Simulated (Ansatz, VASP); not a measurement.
## One calculation of KF, two programs

Contents of INCAR:

```
SYSTEM = KF
PREC = Accurate
ENCUT = 520
EDIFF = 1E-6
ISMEAR = 0
SIGMA = 0.05
LREAL = .FALSE.
LASPH = .TRUE.
NELM = 80
ALGO = Normal
ISIF = 2
LWAVE = .FALSE.
LCHARG = .FALSE.
GGA = PE
NBANDS = 15
```

KPOINTS

```
regular mesh
0
G
  8 8 8
  0 0 0
```

The input POSCAR:

```
KF
1.0
    0.0000000000      2.6601325000      2.6735000000
    2.6868675000      0.0000000000      2.6735000000
    2.6868675000      2.6601325000      0.0000000000
K F
1 1
Direct
    0.0000000000      0.0000000000      0.0000000000
    0.5000000000      0.5000000000      0.5000000000
```

Input for Ansatz:

```yaml
crystal:
  lattice:
    - [0.0, 2.6601325, 2.6735]
    - [2.6868675, 0.0, 2.6735]
    - [2.6868675, 2.6601325, 0.0]
  atoms:
    - { symbol: K, position: [0.0, 0.0, 0.0] }
    - { symbol: F, position: [0.5, 0.5, 0.5] }
basis:
  ecutwfc: 420
kpoints:
  mp_grid: { grid: [8, 8, 8] }
hamiltonian:
  xc: pbe
scf:
  occupations: { method: gaussian, width: 0.05 }
output:
  forces: true
  stress: true
  eigenvalues: true
```

Change from the starting cell: strain +0.0050 x Voigt [1, -1, 0, 0, 0, 0], atoms carried along.

Alike in both runs: task single point; functional PBE; k mesh 8 × 8 × 8; occupations gaussian, width 0.05 eV; no spin polarisation.

|  | VASP | Ansatz |
| --- | --- | --- |
| version | VASP 6.6.1 | Ansatz 0.2.0 |
| potentials or method | VASP PAW PBE potentials, release 64 (K_sv, F), cutoff 520 eV | scalar-relativistic, plane waves, PAW |
| valence electrons in the cell | 16 | 16 |

```tsv
	VASP	Ansatz	Ansatz less VASP
gap on the k mesh at the Fermi level (eV)	6.15	6.16	+0.016
least direct gap on the mesh (eV)	6.15	6.16	+0.016
pressure (GPa)	1.4	1.3	-0.04
traceless stress, the component that is largest in VASP (GPa)	0.30	0.29	-0.011
```
